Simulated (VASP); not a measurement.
# Ga (Fm-3m) in VASP: a series of runs, part 2 of 2

VASP 6.6.1. Earlier steps stand in the parts before.

### 4 Single point, r2SCAN (volume scaled by 1.12)

The input, POSCAR:

```
Ga
1.0
    0.0000000000      2.1570354855      2.1570354855
    2.1570354855      0.0000000000      2.1570354855
    2.1570354855      2.1570354855      0.0000000000
Ga
1
Direct
    0.0000000000      0.0000000000      0.0000000000
```

The input, INCAR.step1:

```
SYSTEM = Ga
PREC = Accurate ; ENCUT = 520
ISMEAR = -1 ; SIGMA = 0.1
LREAL = .False. ; LASPH = .True.
NELM = 100 ; NBANDS = 12
GGA = PE ; ALGO = Normal
EDIFF = 1E-4 ; LWAVE = .True.
LCHARG = .False.
```

The input, INCAR.step2:

```
SYSTEM = Ga
PREC = Accurate ; ENCUT = 520
EDIFF = 1E-7 ; ISMEAR = -1
SIGMA = 0.1 ; LREAL = .False.
LASPH = .True. ; NELM = 100
ALGO = Normal ; ISIF = 2
LWAVE = .False. ; LCHARG = .False.
METAGGA = R2SCAN ; LMIXTAU = .True.
NBANDS = 12 ; ISTART = 1
```

The input, KPOINTS:

```
Automatic mesh
0
Gamma
  15 15 15
  0 0 0
```

Started as:

```bash
$ cat potpaw_PBE.64/Ga_d/POTCAR > POTCAR
$ cp INCAR.step1 INCAR
$ mpirun -np 1 vasp_std > vasp.out
$ cp INCAR.step2 INCAR
$ mpirun -np 1 vasp_std > vasp.out
```

It took 56 s on 1 thread of Intel Xeon 6975P-C, shared host; peak memory 0.16 GiB.

The run converged. Its results:

| Property | Result |
| --- | --- |
| Free energy | -11.2731 eV |
| Pressure | -5.3 GPa |

Levels at points of the mesh, in eV from the Fermi level:
```tsv
k point	band 4	band 5	band 6	band 7	band 8	band 9
(0.00, 0.00, 0.00)	-15.29	-15.29	-11.16	12.26	12.26	12.26
```

Caveat: the cell differs from its parent crystal (volume scaled by 1.12); the PAW data sets were made with another functional, which shifts forces and pressure a little.

### 5 Single point, r2SCAN

This run uses another cell than the first one, of 17.92 Å³/atom, 0.962 times its volume.

The input, POSCAR:

```
Ga
1.0
    0.0000000000      2.0770707132      2.0770707132
    2.0770707132      0.0000000000      2.0770707132
    2.0770707132      2.0770707132      0.0000000000
Ga
1
Direct
    0.0000000000      0.0000000000      0.0000000000
```

The input, INCAR.step1:

```
PREC = Accurate
ENCUT = 520
ISMEAR = -1
SIGMA = 0.1
LREAL = False
LASPH = True
NELM = 100
NBANDS = 12
GGA = PE
ALGO = Normal
EDIFF = 1E-4
LWAVE = True
LCHARG = False
```

The input, INCAR.step2:

```
PREC = Accurate
ENCUT = 520
EDIFF = 1E-6
ISMEAR = -1
SIGMA = 0.1
LREAL = False
LASPH = True
NELM = 100
ALGO = Normal
ISIF = 2
LWAVE = False
LCHARG = True
METAGGA = R2SCAN
LMIXTAU = True
LELF = True
LVHAR = True
NBANDS = 12
ISTART = 1
```

The input, KPOINTS:

```
Automatic mesh
0
Gamma
  21 21 21
```

Started as:

```bash
$ cat potpaw_PBE.64/Ga_d/POTCAR > POTCAR
$ cp INCAR.step1 INCAR
$ mpirun -np 1 vasp_std > vasp.out
$ cp INCAR.step2 INCAR
$ mpirun -np 1 vasp_std > vasp.out
```

Wall time 1.8 min (1 thread of Intel Xeon 6975P-C, shared host); peak memory 0.2 GiB.

The run converged. Its results:

```yaml
Free_energy: -11.3122 eV
Pressure: -0.3 GPa
```

Levels at points of the mesh, in eV from the Fermi level:
| k point | band 4 | band 5 | band 6 | band 7 | band 8 | band 9 |
| --- | --- | --- | --- | --- | --- | --- |
| (0.00, 0.00, 0.00) | -15.42 | -15.42 | -12.13 | 13.52 | 13.52 | 13.52 |

Caveat: the PAW data sets were made with another functional, which shifts forces and pressure a little.

### 6 Relaxation of cell and atoms, r2SCAN

This run uses another cell than the first one, of 19.59 Å³/atom, 1.051 times its volume.

The input, POSCAR:

```
Ga
1.0
    0.0000000000      2.1397919757      2.1397919757
    2.1397919757      0.0000000000      2.1397919757
    2.1397919757      2.1397919757      0.0000000000
Ga
1
Direct
    0.0000000000      0.0000000000      0.0000000000
```

The input, INCAR.step1:

```
ALGO = Normal
EDIFF = 1E-4
ENCUT = 600
GGA = PE
ISMEAR = -1
LASPH = T
LCHARG = F
LREAL = F
LWAVE = T
NELM = 100
PREC = Accurate
SIGMA = 0.1
```

The input, INCAR.step2:

```
ALGO = Normal
EDIFF = 1E-6
EDIFFG = -0.01
ENCUT = 600
IBRION = 2
ISIF = 3
ISMEAR = -1
ISTART = 1
LASPH = T
LCHARG = F
LMIXTAU = T
LREAL = F
LWAVE = F
METAGGA = R2SCAN
NELM = 100
NSW = 80
PREC = Accurate
SIGMA = 0.1
```

The input, KPOINTS:

```
k-points
0
Gamma
  13 13 13
```

Potentials or basis: VASP PAW PBE potentials, release 64 (Ga_d).

Started as:

```bash
$ cat potpaw_PBE.64/Ga_d/POTCAR > POTCAR
$ cp INCAR.step1 INCAR
$ mpirun -np 1 vasp_std > vasp.out
$ cp INCAR.step2 INCAR
$ mpirun -np 1 vasp_std > vasp.out
```

It took 97 s on 1 thread of Intel Xeon 6975P-C, shared host; peak memory 0.16 GiB.

It converged, with:

| Item | Value |
| --- | --- |
| Free energy | -11.3097 eV |
| Relaxed volume | 17.90 Å³/atom |
| Relaxed cell | a = 2.936 Å, b = 2.936 Å, c = 2.936 Å, α = 60.00°, β = 60.00°, γ = 60.00° |
| Space group after relaxing (to 0.05 Å) | Fm-3m (No. 225) |
| Energy gained by relaxing | 24.6 meV/atom |
| Ionic steps | 3 |
| Pressure after relaxing | 0.0 GPa |

The path:
```csv
step,energy change (eV),largest force (eV/Å),pressure (GPa),volume (Å³)
1,0.0000,0.0000,-4.33,19.59
2,-0.0240,0.0000,-0.73,18.13
3,-0.0246,0.0000,-0.01,17.90
```

Final structure:
```cif
data_structure
_symmetry_space_group_name_H-M 'P 1'
_symmetry_Int_Tables_number 1
_cell_length_a 2.9360
_cell_length_b 2.9360
_cell_length_c 2.9360
_cell_angle_alpha 60.000
_cell_angle_beta 60.000
_cell_angle_gamma 60.000
_cell_volume 17.90
loop_
_atom_site_label
_atom_site_type_symbol
_atom_site_fract_x
_atom_site_fract_y
_atom_site_fract_z
_atom_site_occupancy
Ga1 Ga 0.00000 0.00000 0.00000 1
```

Levels at points of the mesh, in eV from the Fermi level:
```tsv
k point	band 3	band 4	band 5	band 6	band 7	band 8	band 9	band 10
(0.00, 0.00, 0.00)	-15.54	-15.40	-15.40	-12.13	13.55	13.55	13.55	16.89
```

Caveat: the PAW data sets were made with another functional, which shifts forces and pressure a little.

### 7 Single point, r2SCAN, non-collinear spin, zero start, spin-orbit coupling

This run uses another cell than the first one, of 17.92 Å³/atom, 0.962 times its volume.

The input, POSCAR:

```
Ga
1.0
    0.0000000000      2.0770707132      2.0770707132
    2.0770707132      0.0000000000      2.0770707132
    2.0770707132      2.0770707132      0.0000000000
Ga
1
Direct
    0.0000000000      0.0000000000      0.0000000000
```

The input, INCAR.step1:

```
SYSTEM = Ga
ALGO = Normal
EDIFF = 1E-4
ENCUT = 520
GGA = PE
GGA_COMPAT = .FALSE.
ISMEAR = -1
LASPH = .TRUE.
LCHARG = .FALSE.
LREAL = .FALSE.
LSORBIT = .TRUE.
LWAVE = .TRUE.
MAGMOM = 0 0 0
NBANDS = 24
NELM = 150
PREC = Accurate
SIGMA = 0.1
```

The input, INCAR.step2:

```
SYSTEM = Ga
ALGO = Normal
EDIFF = 1E-6
ENCUT = 520
GGA_COMPAT = .FALSE.
ISIF = 2
ISMEAR = -1
ISTART = 1
LASPH = .TRUE.
LCHARG = .FALSE.
LMIXTAU = .TRUE.
LORBIT = 11
LORBMOM = .TRUE.
LREAL = .FALSE.
LSORBIT = .TRUE.
LWAVE = .FALSE.
MAGMOM = 0 0 0
METAGGA = R2SCAN
NBANDS = 24
NELM = 150
PREC = Accurate
SIGMA = 0.1
```

The input, KPOINTS:

```
k-points
0
G
  13 13 13
  0 0 0
```

Potentials or basis: VASP PAW PBE potentials, release 64 (Ga_d).

Started as:

```bash
$ cat potpaw_PBE.64/Ga_d/POTCAR > POTCAR
$ cp INCAR.step1 INCAR
$ mpirun -np 1 vasp_ncl > vasp.out
$ cp INCAR.step2 INCAR
$ mpirun -np 1 vasp_ncl > vasp.out
```

OUTCAR:

```text
SYSTEM = Ga
   EDIFF = 1E-6
   ENCUT = 520
   ISIF = 2
   ISMEAR = -1
   ISTART = 1
   LASPH = .TRUE.
   LORBIT = 11
   LREAL = .FALSE.
   LSORBIT = .TRUE.
   METAGGA = R2SCAN
   NELM = 150
   PREC = Accurate

 ion  position               nearest neighbor table
   1  0.000  0.000  0.000-

  LATTYP: Found a face centered cubic cell.
 ALAT       =     4.1541414264

  Lattice vectors:

 A1 = (   0.0000000000,   2.0770707132,   2.0770707132)
 A2 = (   2.0770707132,   0.0000000000,   2.0770707132)
 A3 = (   2.0770707132,   2.0770707132,   0.0000000000)

Analysis of symmetry for initial positions (statically):
=====================================================================
 Subroutine PRICEL returns:
 Original cell was already a primitive cell.

 Routine SETGRP: Setting up the symmetry group for a
 face centered cubic supercell.

 Subroutine GETGRP returns: Found 48 space group operations
 (whereof 48 operations were pure point group operations)
 out of a pool of 48 trial point group operations.

The static configuration has the point symmetry O_h .

Analysis of symmetry for dynamics (positions and initial velocities):
=====================================================================
 Subroutine PRICEL returns:
 Original cell was already a primitive cell.

[... 852 lines left out ...]
  free  energy   TOTEN  =       -11.3128315961 eV

  energy  without entropy=      -11.2997661547  energy(sigma->0) =      -11.30629888

 orbital moment (x)

 # of ion     p       d       tot
 ----------------------------------------
  1        -0.000   0.000   0.000
 ----------------------------------------
           -0.000   0.000   0.000

 orbital moment (y)

 # of ion     p       d       tot
 ----------------------------------------
  1        -0.000  -0.000  -0.000
 ----------------------------------------
           -0.000  -0.000  -0.000

 orbital moment (z)

 # of ion     p       d       tot
 ----------------------------------------
  1         0.000   0.000   0.000
 ----------------------------------------
            0.000   0.000   0.000

 Spin-Orbit-Coupling matrix elements

 Ion:    1  E_soc:     -0.0103388
 l=   1
     0.0000000    -0.0009264    -0.0009264
    -0.0009264     0.0000000    -0.0009264
    -0.0009264    -0.0009264     0.0000000
 l=   2
     0.0000000    -0.0001572     0.0000000    -0.0001572    -0.0006395
    -0.0001572     0.0000000    -0.0004796    -0.0001572    -0.0001599
     0.0000000    -0.0004796     0.0000000    -0.0004796     0.0000000
    -0.0001572    -0.0001572    -0.0004796     0.0000000    -0.0001599
    -0.0006395    -0.0001599     0.0000000    -0.0001599     0.0000000
 l=   3
     0.0000000     0.0000000     0.0000000     0.0000000     0.0000000     0.0000000     0.0000000
     0.0000000     0.0000000     0.0000000     0.0000000     0.0000000     0.0000000     0.0000000
     0.0000000     0.0000000     0.0000000     0.0000000     0.0000000     0.0000000     0.0000000
     0.0000000     0.0000000     0.0000000     0.0000000     0.0000000     0.0000000     0.0000000
     0.0000000     0.0000000     0.0000000     0.0000000     0.0000000     0.0000000     0.0000000
     0.0000000     0.0000000     0.0000000     0.0000000     0.0000000     0.0000000     0.0000000
     0.0000000     0.0000000     0.0000000     0.0000000     0.0000000     0.0000000     0.0000000

 total charge

# of ion       s       p       d       tot
------------------------------------------
    1        0.991   0.568   9.967  11.526

 magnetization (x)

# of ion       s       p       d       tot
------------------------------------------
    1        0.000  -0.000   0.000   0.000

 magnetization (y)

# of ion       s       p       d       tot
------------------------------------------
    1        0.000   0.000  -0.000  -0.000

 magnetization (z)

# of ion       s       p       d       tot
------------------------------------------
    1       -0.000   0.000   0.000   0.000
```

OUTCAR.step1:

```text
SYSTEM = Ga
   EDIFF = 1E-4
   ENCUT = 520
   GGA = PE
   ISMEAR = -1
[... 910 lines left out ...]
     0.0000000     0.0000000     0.0000000     0.0000000     0.0000000     0.0000000     0.0000000
     0.0000000     0.0000000     0.0000000     0.0000000     0.0000000     0.0000000     0.0000000
     0.0000000     0.0000000     0.0000000     0.0000000     0.0000000     0.0000000     0.0000000
     0.0000000     0.0000000     0.0000000     0.0000000     0.0000000     0.0000000     0.0000000
     0.0000000     0.0000000     0.0000000     0.0000000     0.0000000     0.0000000     0.0000000
     0.0000000     0.0000000     0.0000000     0.0000000     0.0000000     0.0000000     0.0000000

=======================================================================

 ========================================================
```

OSZICAR.step1:

```text
N       E                     dE             d eps       ncg     rms          rms(c)
DAV:   1     0.704743428220E+02    0.70474E+02   -0.61929E+03  4696   0.207E+03
DAV:   2     0.402170422543E+01   -0.66453E+02   -0.62997E+02  4224   0.372E+02
DAV:   3    -0.280988572599E+01   -0.68316E+01   -0.68001E+01  4776   0.872E+01
DAV:   4    -0.291520631148E+01   -0.10532E+00   -0.10529E+00  4824   0.119E+01
DAV:   5    -0.291666517482E+01   -0.14589E-02   -0.14588E-02  5096   0.135E+00    0.877E-01
DAV:   6    -0.289327045433E+01    0.23395E-01   -0.29927E-02  5568   0.394E+00    0.442E-01
DAV:   7    -0.288778483631E+01    0.54856E-02   -0.65409E-03  5744   0.144E+00    0.118E-01
DAV:   8    -0.288718262129E+01    0.60222E-03   -0.83272E-04  4592   0.528E-01    0.125E-02
DAV:   9    -0.288718622529E+01   -0.36040E-05   -0.17728E-05  3432   0.528E-02
   1 F= -.28871862E+01 E0= -.28809531E+01  d E =-.124662E-01  mag=     0.0000    -0.0000     0.0000
```

It took 6.2 min on 1 thread of Intel Xeon 6975P-C, shared host; peak memory 0.25 GiB.

Results:

```yaml
Free_energy: -11.3128 eV
Pressure: 0.1 GPa
Net_moment: 0.00 μB per cell
Valence_electrons_inside_the_program's_atomic_spheres: Ga 11.53
```

Moments on the atoms (μB; x, y, z):
```
Ga  0.00 0.00 0.00
```

Caveat: the PAW data sets were made with another functional, which shifts forces and pressure a little.

### 8 The runs side by side

```tsv
task	spin	cell	k mesh	cutoff (eV)	gap on the mesh (eV)	pressure (GPa)
single point	off	a = 2.976 Å, angles 60.0°, 1 atom	15 × 15 × 15	520	none	-2.4
single point	off	a = 3.014 Å, angles 60.0°, 1 atom	15 × 15 × 15	520	none	-4.0
single point	off	a = 3.051 Å, angles 60.0°, 1 atom	15 × 15 × 15	520	none	-5.3
single point	off	a = 2.937 Å, angles 60.0°, 1 atom	21 × 21 × 21	520	none	-0.3
relaxation of cell and atoms	off	relaxed from a = 3.026 Å, angles 60.0°, 1 atom	13 × 13 × 13	600	none	0.0
single point	non-collinear, zero start, SOC	a = 2.937 Å, angles 60.0°, 1 atom	13 × 13 × 13	520	-	0.1
```

Alike in all rows: level r2SCAN; potentials or basis VASP PAW PBE potentials, release 64 (Ga_d); smearing fermi-dirac 0.1 eV.

Caveats: the PAW data sets were made with another functional, which shifts forces and pressure a little.

Absolute energies hang on the potentials; compare differences alone.
